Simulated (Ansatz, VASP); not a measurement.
BN in VASP and in Ansatz

File INCAR:

```
PREC = Accurate
ENCUT = 520
EDIFF = 1E-6
ISMEAR = -1
SIGMA = 0.02
LREAL = False
LASPH = True
NELM = 100
ALGO = Normal
ISIF = 2
LWAVE = False
LCHARG = False
GGA = PS
NBANDS = 16
```

The input KPOINTS:

```
Automatic mesh
0
Gamma
  11 11 4
```

POSCAR

```
BN
1.0
    2.5039917043      0.0000000000      0.0000000000
   -1.2519958522      2.1685204268      0.0000000000
    0.0000000000      0.0000000000      6.7944240000
B N
2 2
Direct
    0.3333333333      0.6666666667      0.2500000000
    0.6666666667      0.3333333333      0.7500000000
    0.3333333333      0.6666666667      0.7500000000
    0.6666666667      0.3333333333      0.2500000000
```

Input for Ansatz:

```yaml
crystal:
  lattice:
    - [2.5039917043, 0.0, 0.0]
    - [-1.2519958522, 2.1685204268, 0.0]
    - [0.0, 0.0, 6.794424]
  atoms:
    - { symbol: B, position: [0.3333333333, 0.6666666667, 0.25] }
    - { symbol: B, position: [0.6666666667, 0.3333333333, 0.75] }
    - { symbol: "N", position: [0.3333333333, 0.6666666667, 0.75] }
    - { symbol: "N", position: [0.6666666667, 0.3333333333, 0.25] }
kpoints:
  mp_grid: { grid: [11, 11, 4] }
  band_path:
    path:
      - [0.0, 0.0, 0.0]
      - [0.5, 0.0, 0.0]
      - [0.3333333333, 0.3333333333, 0.0]
      - [0.0, 0.0, 0.0]
      - [0.0, 0.0, 0.5]
      - [0.5, 0.0, 0.5]
      - [0.3333333333, 0.3333333333, 0.5]
      - [0.0, 0.0, 0.5]
      - [0.5, 0.0, 0.5]
    npoints: 5
scf:
  occupations: { method: fermi_dirac, width: 0.02 }
hamiltonian:
  xc: pbesol
  pseudopotentials: { kind: all_electron, lapw: { basis_error: 0.001 } }
output:
  forces: true
  stress: true
  eigenvalues: true
```

Change from the starting cell: zz strain of +2 %.

Alike in both runs: task single point; functional PBEsol; k mesh 11 × 11 × 4; occupations fermi-dirac, width 0.02 eV; no spin polarisation.

```csv
,VASP,Ansatz
version,VASP 6.6.1,Ansatz 0.2.0
potentials or method,"VASP PAW PBE potentials, release 64 (B, N), cutoff 520 eV","all-electron LAPW, scalar-relativistic"
```

|  | VASP | Ansatz | Ansatz less VASP |
| --- | --- | --- | --- |
| gap on the k mesh at the Fermi level (eV) | 4.26 | 4.27 | +0.005 |
| pressure (GPa) | 0.6 | 0.3 | -0.32 |
| traceless stress, the component that is largest in VASP (GPa) | -0.26 | 0.21 | +0.467 |

VASP's potentials were made for PBE, not for PBEsol. Ansatz ran all-electron here, and VASP with PAW potentials.
